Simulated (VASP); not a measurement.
# CdS3 in VASP: notebook, part 2 of 2

VASP 6.6.1. Earlier steps stand in the parts before.

### 3 Single point, PBE

This run uses another cell than the first one, of 19.19 Å³/atom.

File INCAR:

```
SYSTEM = CdS3
PREC = Accurate
ENCUT = 500
EDIFF = 1E-6
ISMEAR = 0
SIGMA = 0.1
LREAL = .FALSE.
LASPH = .TRUE.
NELM = 120
ALGO = Normal
ISIF = 2
LWAVE = .FALSE.
LCHARG = .FALSE.
GGA = PE
NBANDS = 40
GGA_COMPAT = .FALSE.
```

File KPOINTS:

```
regular mesh
0
G
  3 3 6
  0 0 0
```

File POSCAR:

```
CdS3
1.0
    7.0482247889      0.0000000000      0.0000000000
   -3.5241123944      6.1039417188      0.0000000000
    0.0000000000      0.0000000000      3.5681572999
Cd S
2 6
Direct
    0.6666666667      0.3333333333      0.2500000000
    0.3333333333      0.6666666667      0.7500000000
    0.1554202178      0.3108404355      0.2500000000
    0.8445797822      0.1554202178      0.7500000000
    0.6891595645      0.8445797822      0.2500000000
    0.8445797822      0.6891595645      0.7500000000
    0.1554202178      0.8445797822      0.2500000000
    0.3108404355      0.1554202178      0.7500000000
```

Potentials or basis: VASP PAW PBE potentials, release 64 (Cd, S).

Run with:

```sh
> cat potpaw_PBE.64/Cd/POTCAR potpaw_PBE.64/S/POTCAR > POTCAR
> mpirun -np 1 vasp_std > vasp.out
```

OUTCAR:

```text
SYSTEM = CdS3
   PREC = Accurate
   ENCUT = 500
   EDIFF = 1E-6
   ISMEAR = 0
   LREAL = .FALSE.
   LASPH = .TRUE.
   NELM = 120
   ISIF = 2
   GGA = PE

 ion  position               nearest neighbor table
   1  0.667  0.333  0.250-   4 2.81   4 2.81   8 2.81   8 2.81   6 2.81   6 2.81
   2  0.333  0.667  0.750-   7 2.81   7 2.81   5 2.81   5 2.81   3 2.81   3 2.81
   3  0.155  0.311  0.250-   8 2.60   8 2.60   4 2.60   4 2.60   2 2.81   2 2.81
   4  0.845  0.155  0.750-   3 2.60   3 2.60   5 2.60   5 2.60   1 2.81   1 2.81
   5  0.689  0.845  0.250-   6 2.60   6 2.60   4 2.60   4 2.60   2 2.81   2 2.81
   6  0.845  0.689  0.750-   5 2.60   5 2.60   7 2.60   7 2.60   1 2.81   1 2.81
   7  0.155  0.845  0.250-   6 2.60   6 2.60   8 2.60   8 2.60   2 2.81   2 2.81
   8  0.311  0.155  0.750-   3 2.60   3 2.60   7 2.60   7 2.60   1 2.81   1 2.81

  LATTYP: Found a hexagonal cell.
 ALAT       =     7.0482247889
 C/A-ratio  =     0.5062490779

  Lattice vectors:

 A1 = (   7.0482247889,   0.0000000000,   0.0000000000)
 A2 = (  -3.5241123944,   6.1039417188,   0.0000000000)
[... 182 lines left out ...]
 fundamental gap:      0.0971025569
 Fermi energy:         4.8680409479

 k-point     1 :       0.0000    0.0000    0.0000
  band No.  band energies     occupation
      1     -10.7192      2.00000
      2      -9.2078      2.00000
      3      -9.2078      2.00000
      4      -6.8956      2.00000
      5      -6.8956      2.00000
      6      -5.8967      2.00000
[... 505 lines left out ...]
     39      11.6321      0.00000
     40      11.6379      0.00000

------------------------ aborting loop because EDIFF is reached ----------------------------------------

  FORCE on cell =-STRESS in cart. coord.  units (eV):
  Direction    XX          YY          ZZ          XY          YZ          ZX
  --------------------------------------------------------------------------------------
  -------------------------------------------------------------------------------------
  Total        0.1014388      0.1014388     -0.0382599      0.0000000      0.0000000      0.0000000
  in kB        1.0587182      1.0587182     -0.3993197      0.0000000      0.0000000      0.0000000
  external PRESSURE =       0.5727055 kB  Pullay stress =       0.0000000 kB

 VOLUME and BASIS-vectors are now :
 -----------------------------------------------------------------------------
  energy-cutoff  :      500.00
  volume of cell :      153.51
      direct lattice vectors                 reciprocal lattice vectors
     7.048224789  0.000000000  0.000000000     0.141879697  0.081914281  0.000000000
    -3.524112394  6.103941719  0.000000000     0.000000000  0.163828563  0.000000000
     0.000000000  0.000000000  3.568157300     0.000000000  0.000000000  0.280256703

 POSITION                                       TOTAL-FORCE (eV/Angst)
 -----------------------------------------------------------------------------------
      3.52411      2.03465      0.89204        -0.000000     -0.000000      0.000000
     -0.00000      4.06929      2.67612        -0.000000      0.000000      0.000000
      0.00000      1.89735      0.89204        -0.000000     -0.026328     -0.000000
      5.40507      0.94868      2.67612         0.022801     -0.013164     -0.000000
      1.88096      5.15527      0.89204         0.022801      0.013164      0.000000
      3.52411      4.20659      2.67612         0.000000      0.026328      0.000000
     -1.88096      5.15527      0.89204        -0.022801      0.013164      0.000000
      1.64315      0.94868      2.67612        -0.022801     -0.013164      0.000000
 -----------------------------------------------------------------------------------
    total drift:                               -0.000000      0.000000      0.000000

  FREE ENERGIE OF THE ION-ELECTRON SYSTEM (eV)
  ---------------------------------------------------
  free  energy   TOTEN  =       -23.0825542641 eV

  energy  without entropy=      -23.0702744193  energy(sigma->0) =      -23.07641434
```

stdout:

```text
POSCAR found type information on POSCAR CdS
 POSCAR found :  2 types and       8 ions
 scaLAPACK will be used
 LDA part: xc-table for (Slater+PW92), standard interpolation
 POSCAR, INCAR and KPOINTS ok, starting setup
 FFT: planning ... GRIDC
 FFT: planning ... GRID_SOFT
 FFT: planning ... GRID
 WAVECAR not read
 entering main loop
```

It took 66 s on 1 thread of Intel Xeon Platinum 8259CL at 2.50GHz (Skylake/Cascade Lake), shared host; peak memory 0.28 GiB.

What came out:

| Property | Result |
| --- | --- |
| Free energy | -23.0826 eV |
| Pressure | 0.1 GPa |
| Largest force | 0.026 eV/Å |
| Band gap on the k mesh | zero (bands 30 and 31 overlap by 0.66 eV) |

Forces in eV/Å, atoms in the order of the input:
```
Cd   0.000  0.000  0.000
Cd   0.000  0.000  0.000
S    0.000 -0.026  0.000
S    0.023 -0.013  0.000
S    0.023  0.013  0.000
S    0.000  0.026  0.000
S   -0.023  0.013  0.000
S   -0.023 -0.013  0.000
```

Levels at points of the mesh, in eV from the Fermi level:
| k point | band 26 | band 27 | band 28 | band 29 | band 30 | band 31 | band 32 | band 33 | band 34 | band 35 |
| --- | --- | --- | --- | --- | --- | --- | --- | --- | --- | --- |
| (0.00, 0.00, 0.00) | -2.81 | -1.01 | -1.01 | -0.13 | -0.13 | 0.32 | 0.32 | 1.16 | 1.46 | 2.33 |
| (0.00, 0.00, 0.50) | -1.97 | -0.92 | -0.92 | -0.92 | -0.92 | 1.43 | 1.43 | 1.43 | 1.43 | 3.13 |

Caveat: semilocal functionals underestimate gaps, and a narrow one can read as zero.

### 4 Single point, PBE

This run uses another cell than the first one, of 19.21 Å³/atom.

File INCAR:

```
ALGO = Normal
EDIFF = 1E-6
ENCUT = 500
GGA = PE
GGA_COMPAT = F
ISIF = 2
ISMEAR = 0
LASPH = T
LCHARG = F
LREAL = F
LWAVE = F
NBANDS = 40
NELM = 120
PREC = Accurate
SIGMA = 0.1
```

File KPOINTS:

```
k-points
0
Gamma
  6 6 10
```

File POSCAR:

```
CdS3
1.0
    7.0978284253      0.0000000000      0.0000000000
   -3.5489142126      6.1468997281      0.0000000000
    0.0000000000      0.0000000000      3.5226572006
Cd S
2 6
Direct
    0.6666666667      0.3333333333      0.2500000000
    0.3333333333      0.6666666667      0.7500000000
    0.1570008511      0.3140017023      0.2500000000
    0.8429991489      0.1570008511      0.7500000000
    0.6859982977      0.8429991489      0.2500000000
    0.8429991489      0.6859982977      0.7500000000
    0.1570008511      0.8429991489      0.2500000000
    0.3140017023      0.1570008511      0.7500000000
```

Run with:

```sh
> cat potpaw_PBE.64/Cd/POTCAR potpaw_PBE.64/S/POTCAR > POTCAR
> mpirun -np 1 vasp_std > vasp.out
```

Wall time 3.8 min (1 thread of Intel Xeon Platinum 8259CL at 2.50GHz (Skylake/Cascade Lake), shared host); peak memory 0.37 GiB.

Results (log left out):

```
Free energy            : -23.1342 eV
Pressure               : 0.1 GPa
Largest force          : 0.022 eV/Å
Band gap on the k mesh : zero (bands 30 and 31 overlap by 0.77 eV)
```

Forces in eV/Å, atoms in the order of the input:
```
Cd   0.000  0.000  0.000
Cd   0.000  0.000  0.000
S    0.000 -0.022  0.000
S    0.019 -0.011  0.000
S    0.019  0.011  0.000
S    0.000  0.022  0.000
S   -0.019  0.011  0.000
S   -0.019 -0.011  0.000
```

Levels at points of the mesh, in eV from the Fermi level:
| k point | band 28 | band 29 | band 30 | band 31 | band 32 | band 33 |
| --- | --- | --- | --- | --- | --- | --- |
| (0.00, 0.00, 0.00) | -1.11 | -0.09 | -0.09 | 0.36 | 0.36 | 1.11 |
| (0.50, 0.00, 0.00) | -0.55 | -0.51 | -0.30 | -0.05 | 0.26 | 1.78 |
| (0.00, 0.00, 0.50) | -0.97 | -0.97 | -0.97 | 1.28 | 1.28 | 1.28 |
| (0.50, 0.00, 0.50) | -1.36 | -1.05 | -1.05 | -0.28 | -0.28 | 1.43 |

Caveat: semilocal functionals underestimate gaps, and a narrow one can read as zero.

### 5 Relaxation of cell and atoms, PBE

File INCAR:

```
SYSTEM = CdS3
PREC     = Accurate       ! precision mode
ENCUT    = 500            ! plane-wave cutoff, eV
EDIFF    = 1E-7           ! SCF threshold, eV
ISMEAR   = 0              ! smearing method
SIGMA    = 0.1            ! smearing width, eV
LREAL    = .FALSE.        ! projectors in reciprocal space
LASPH    = .TRUE.         ! aspherical terms in the spheres
NELM     = 120            ! most SCF steps
ALGO     = Normal         ! electronic algorithm
ISIF     = 3              ! what is computed and relaxed
LWAVE    = .FALSE.        ! write WAVECAR
LCHARG   = .FALSE.        ! write CHGCAR
GGA      = PE             ! functional
IBRION   = 2              ! ionic algorithm
NSW      = 90             ! ionic steps
EDIFFG   = -0.04          ! ionic threshold
GGA_COMPAT= .FALSE.      
NELMIN   = 4
```

File KPOINTS:

```
Automatic mesh
0
G
  3 3 6
  0 0 0
```

File POSCAR:

```
CdS3
1.0
    7.1254259504      0.0000000000      0.0000000000
   -3.5627129752      6.1707998858      0.0000000000
    0.0000000000      0.0000000000      3.5440864758
Cd S
2 6
Direct
    0.6666666667      0.3333333333      0.2500000000
    0.3333333333      0.6666666667      0.7500000000
    0.1610043135      0.3220086271      0.2500000000
    0.8389956865      0.1610043135      0.7500000000
    0.6779913729      0.8389956865      0.2500000000
    0.8389956865      0.6779913729      0.7500000000
    0.1610043135      0.8389956865      0.2500000000
    0.3220086271      0.1610043135      0.7500000000
```

Potentials or basis: VASP PAW PBE potentials, release 64 (Cd, S).

Run with:

```sh
> cat potpaw_PBE.64/Cd/POTCAR potpaw_PBE.64/S/POTCAR > POTCAR
> mpirun -np 1 vasp_std > vasp.out
```

OUTCAR:

```text
SYSTEM = CdS3
   PREC = Accurate
   ENCUT = 500
   EDIFF = 1E-7
   ISMEAR = 0
   LREAL = .FALSE.
   LASPH = .TRUE.
   NELM = 120
   ISIF = 3
   GGA = PE
   IBRION = 2
   NSW = 90
   EDIFFG = -0.04
   NELMIN = 4

 ion  position               nearest neighbor table
   1  0.667  0.333  0.250-   6 2.77   6 2.77   4 2.77   4 2.77   8 2.77   8 2.77
   2  0.333  0.667  0.750-   3 2.77   3 2.77   7 2.77   7 2.77   5 2.77   5 2.77
   3  0.161  0.322  0.250-   4 2.66   4 2.66   8 2.66   8 2.66   2 2.77   2 2.77
   4  0.839  0.161  0.750-   5 2.66   5 2.66   3 2.66   3 2.66   1 2.77   1 2.77
   5  0.678  0.839  0.250-   4 2.66   4 2.66   6 2.66   6 2.66   2 2.77   2 2.77
   6  0.839  0.678  0.750-   7 2.66   7 2.66   5 2.66   5 2.66   1 2.77   1 2.77
   7  0.161  0.839  0.250-   8 2.66   8 2.66   6 2.66   6 2.66   2 2.77   2 2.77
   8  0.322  0.161  0.750-   7 2.66   7 2.66   3 2.66   3 2.66   1 2.77   1 2.77

  LATTYP: Found a hexagonal cell.
 ALAT       =     7.1254259504
 C/A-ratio  =     0.4973859107

  Lattice vectors:

 A1 = (   7.1254259504,   0.0000000000,   0.0000000000)
 A2 = (  -3.5627129752,   6.1707998858,   0.0000000000)
 A3 = (   0.0000000000,   0.0000000000,   3.5440864758)

Analysis of symmetry for initial positions (statically):
=====================================================================
 Subroutine PRICEL returns:
 Original cell was already a primitive cell.

 Routine SETGRP: Setting up the symmetry group for a
 hexagonal supercell.

 Subroutine GETGRP returns: Found 24 space group operations
 (whereof 12 operations were pure point group operations)
 out of a pool of 24 trial point group operations.

The static configuration has the point symmetry D_3d.
 The point group associated with its full space group is D_6h.

Analysis of symmetry for dynamics (positions and initial velocities):
=====================================================================
 Subroutine PRICEL returns:
 Original cell was already a primitive cell.

 Routine SETGRP: Setting up the symmetry group for a
 hexagonal supercell.

 Subroutine GETGRP returns: Found 24 space group operations
 (whereof 12 operations were pure point group operations)
[... 114 lines left out ...]
   NUPDOWN=      -1.0000    fix difference up-down
   EMIN   =  10.00;   EMAX   =-10.00  energy-range for DOS
   EFERMI =   0.00;   METHOD = LEGACY
   ISMEAR =     0;   SIGMA  =   0.10  broadening in eV -4-tet -1-fermi 0-gaus
   EFERMI_NEDOS =   21; number of points for ismear=-14 and -15
   IALGO  =     38    algorithm
   IMIX   =      4    mixing-type and parameters
     AMIX     =   0.40;   BMIX     =  1.00
     AMIX_MAG =   1.60;   BMIX_MAG =  1.00
  volume/ion in A,a.u.               =      19.48       131.45
  Fermi-wavevector in a.u.,A,eV,Ry     =   1.190985  2.250636 19.299127  1.418446
  Thomas-Fermi vector in A             =   2.327057
   LORBIT       =      0    0 simple, 1 ext, 2 COOP (PROOUT), +10 PAW based schemes
   GGA     = PE    functional components
   LHFCALC =     F    Hartree Fock is set to
   AEXX    =    0.0000 exact exchange contribution
   IVDW    =     0    specifies the selected vdW correction
   LEPSILON=     F    determine dielectric tensor
   LRPA    =     F    only Hartree local field effects (RPA)
 conjugate gradient relaxation of ions
 non-spin polarized calculation
 Gauss-broadening in eV      SIGMA  =   0.10
  energy-cutoff  :      500.00
  volume of cell :      155.83
 maximum number of plane-waves:      3993
 NGX is ok and might be reduce to    54
   NGX = 25   NGY = 25   NGZ = 13

--------------------------------------- Ionic step        1  -------------------------------------------

 number of electron      59.9999983 magnetization

 Free energy of the ion-electron system (eV)
  ---------------------------------------------------
  ext. energy  EPLUGINS =         0.00000000
  ---------------------------------------------------
  free energy    TOTEN  =       -22.98113808 eV

  energy without entropy =      -22.96474114  energy(sigma->0) =      -22.97293961

------------------------ aborting loop because EDIFF is reached ----------------------------------------

  FORCE on cell =-STRESS in cart. coord.  units (eV):
  Direction    XX          YY          ZZ          XY          YZ          ZX
  --------------------------------------------------------------------------------------
  -------------------------------------------------------------------------------------
  Total       -0.8475166     -0.8475166      0.6381396      0.0000000      0.0000000      0.0000000
  in kB       -8.7136916     -8.7136916      6.5609949      0.0000000      0.0000000      0.0000000
  external PRESSURE =      -3.6221294 kB  Pullay stress =       0.0000000 kB
[... 155 lines left out ...]
--------------------------------------- Ionic step        5  -------------------------------------------

 number of electron      59.9999990 magnetization

 Free energy of the ion-electron system (eV)
  ---------------------------------------------------
  ext. energy  EPLUGINS =         0.00000000
  ---------------------------------------------------
  free energy    TOTEN  =       -23.08237019 eV

  energy without entropy =      -23.07017201  energy(sigma->0) =      -23.07627110

 E-fermi :   4.8685     XC(G=0): -10.4324

 val. band max:        4.7825871535   @ k =   0.3333   0.3333   0.0000
 cond. band min:       4.8836312353   @ k =   0.3333   0.3333   0.3333
 fundamental gap:      0.1010440819
 Fermi energy:         4.8684824762

 k-point     1 :       0.0000    0.0000    0.0000
  band No.  band energies     occupation
      1     -10.7115      2.00000
      2      -9.1933      2.00000
      3      -9.1933      2.00000
      4      -6.8804      2.00000
      5      -6.8804      2.00000
      6      -5.8900      2.00000
[... 492 lines left out ...]
  FREE ENERGIE OF THE ION-ELECTRON SYSTEM (eV)
  ---------------------------------------------------
  free  energy   TOTEN  =       -23.0823701887 eV

  energy  without entropy=      -23.0701720106  energy(sigma->0) =      -23.07627110

 reached required accuracy - stopping structural energy minimisation
```

Wall time 4.1 min (1 thread of Intel Xeon Platinum 8259CL at 2.50GHz (Skylake/Cascade Lake), shared host); peak memory 0.3 GiB.

Results:

| Item | Value |
| --- | --- |
| Free energy | -23.0824 eV |
| Relaxed volume | 19.17 Å³/atom |
| Relaxed cell | a = 7.038 Å, b = 7.038 Å, c = 3.575 Å, α = 90.00°, β = 90.00°, γ = 120.00° |
| Space group after relaxing (to 0.1 Å) | P6_3/mmc (No. 194) |
| Energy gained by relaxing | 12.7 meV/atom |
| Ionic steps | 5 |
| Pressure after relaxing | 0.1 GPa |
| Largest force after relaxing | 0.024 eV/Å |
| Band gap on the k mesh | zero (bands 30 and 31 overlap by 0.66 eV) |

Forces in eV/Å, atoms in the order of the input:
```
Cd   0.000  0.000  0.000
Cd   0.000  0.000  0.000
S    0.000 -0.024  0.000
S    0.021 -0.012  0.000
S    0.021  0.012  0.000
S    0.000  0.024  0.000
S   -0.021  0.012  0.000
S   -0.021 -0.012  0.000
```

Stress tensor (GPa, compression positive):
```
 0.24  0.00  0.00
 0.00  0.24  0.00
 0.00  0.00 -0.29
```

The path:
| step | energy change (eV) | largest force (eV/Å) | pressure (GPa) | volume (Å³) |
| --- | --- | --- | --- | --- |
| 1 | 0.0000 | 0.3756 | -0.36 | 155.83 |
| 2 | -0.0466 | 0.3087 | -0.20 | 154.84 |
| 3 | -0.0929 | 0.1002 | 0.20 | 152.82 |
| 4 | -0.0933 | 0.0730 | 0.26 | 152.59 |
| 5 | -0.1012 | 0.0240 | 0.07 | 153.35 |

Final structure:
```
Cd S
1.0
     7.03757    0.00000    0.00000
    -3.51879    6.09472    0.00000
     0.00000    0.00000    3.57518
Cd S
2 6
Direct
  0.66667 0.33333 0.25000
  0.33333 0.66667 0.75000
  0.15544 0.31088 0.25000
  0.84456 0.15544 0.75000
  0.68912 0.84456 0.25000
  0.84456 0.68912 0.75000
  0.15544 0.84456 0.25000
  0.31088 0.15544 0.75000
```

Caveat: semilocal functionals underestimate gaps, and a narrow one can read as zero.

### 6 Overview

```csv
task,cell,k mesh,gap on the mesh (eV),pressure (GPa),largest force (eV/Å)
single point,"a = 7.125, b = 7.125, c = 3.544 Å, angles 90.0, 90.0, 120.0°, 8 atoms, atomic positions A",3 × 3 × 4,none,0.1,0.02
single point,"a = 7.048, b = 7.048, c = 3.568 Å, angles 90.0, 90.0, 120.0°, 8 atoms, atomic positions B",3 × 3 × 6,none,0.1,0.03
single point,"a = 7.098, b = 7.098, c = 3.523 Å, angles 90.0, 90.0, 120.0°, 8 atoms, atomic positions C",6 × 6 × 10,none,0.1,0.02
relaxation of cell and atoms,"relaxed from a = 7.125, b = 7.125, c = 3.544 Å, angles 90.0, 90.0, 120.0°, 8 atoms, atomic positions D",3 × 3 × 6,none,0.1,0.02
```

Alike in all rows: level PBE; potentials or basis VASP PAW PBE potentials, release 64 (Cd, S); no spin polarisation; cutoff (eV) 500; smearing gaussian 0.1 eV.

Caveats: some runs use coarse meshes; semilocal functionals underestimate gaps, and a narrow one can read as zero.

Total energies depend on the potentials used, so only differences within one code and one set of settings carry meaning.

The gap in the log of VASP goes by the Fermi energy; the results here count the filled bands.